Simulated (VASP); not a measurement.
Here is a VASP 6.6.1 calculation.

The input POSCAR:

```
PtSe2
1.0
    3.6540773614      0.0000000000      0.0000000000
   -1.8270386807      3.1645238224      0.0000000000
    0.0000000000      0.0000000000      5.5726968995
Pt Se
1 2
Direct
    0.0000000000      0.0000000000      0.0000000000
    0.3333333333      0.6666666667      0.2406352994
    0.6666666667      0.3333333333      0.7593647006
```

File INCAR.step1:

```
PREC = Accurate
ENCUT = 520
EDIFF = 1E-5
ISMEAR = -1
SIGMA = 0.02
LREAL = False
LASPH = True
NELM = 100
ALGO = Normal
ISIF = 2
LWAVE = True
LCHARG = False
NBANDS = 18
GGA = PE
KPAR = 4
```

Contents of INCAR.step2:

```
PREC = Accurate
ENCUT = 520
EDIFF = 1E-6
ISMEAR = -1
SIGMA = 0.02
LREAL = False
LASPH = True
NELM = 100
ALGO = Normal
ISIF = 2
LWAVE = False
LCHARG = False
GGA = PE
LHFCALC = True
HFSCREEN = 0.2079
PRECFOCK = Normal
NBANDS = 18
ISTART = 1
KPAR = 4
```

KPOINTS

```
Automatic mesh
0
Gamma
  6 6 4
```

Potentials or basis: VASP PAW PBE potentials, release 64 (Pt, Se).

The run is started by

```console
$ cat potpaw_PBE.64/Pt/POTCAR potpaw_PBE.64/Se/POTCAR > POTCAR
$ cp INCAR.step1 INCAR
$ mpirun -np 4 vasp_std > vasp.out
$ cp INCAR.step2 INCAR
$ mpirun -np 4 vasp_std > vasp.out
```

**Question.** Estimate the band gap on the k mesh.

**Answer.** 0.73 eV (least direct gap 1.63 eV).

**Question.** Estimate the pressure.

**Answer.** 1.4 GPa.

**Question.** Predict the largest force.

**Answer.** 0.338 eV/Å.

Forces in eV/Å, atoms in the order of the input:
```
Pt   0.000  0.000  0.000
Se   0.000  0.000 -0.338
Se   0.000  0.000  0.338
```

Caveat: the cell differs from its parent crystal (epitaxial xy strain -2.0%); the PAW data sets were made with another functional, which shifts forces and pressure a little; spin-orbit coupling is left out, which moves the levels of the heavy elements; this functional lacks dispersion, which binds layers or chains, so the pressure and a relaxed spacing across them are unreliable. A k mesh can miss the band edges.
